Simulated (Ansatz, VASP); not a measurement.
## WCl in VASP and in Ansatz

```
W Cl
1.0
     2.92331    0.00000    0.00000
    -1.46165    2.53166    0.00000
     0.00000    0.00000    5.86061
W Cl
1 1
Direct
  0.66667 0.33333 0.28973
  0.33333 0.66667 0.59451
```

Alike in both runs: functional PBE; k mesh 7 × 7 × 4; occupations gaussian, width 0.2 eV; no spin polarisation.

Ansatz relaxed the structure, and its values are those at the end. VASP's run is a single point on that final structure, the one shown.

|  | VASP | Ansatz |
| --- | --- | --- |
| version | VASP 6.6.1 | Ansatz 0.2.0 |
| potentials or method | VASP PAW PBE potentials, release 64 (W_sv, Cl), cutoff 500 eV | scalar-relativistic, plane waves, PAW |
| valence electrons in the cell | 21 | 21 |

|  | VASP | Ansatz | Ansatz less VASP |
| --- | --- | --- | --- |
| gap on the k mesh at the Fermi level (eV) | none | none | - |
| pressure (GPa) | 0.0 | -0.1 | -0.11 |
| rms of the force components (eV/Å) | 0.021 | 0.005 | -0.0164 |

A gap of «none» marks a metal or a gap that the smearing closes. The functional is the same, so the differences come from potentials, cutoffs and numerics.

Neither program's run includes spin-orbit coupling.
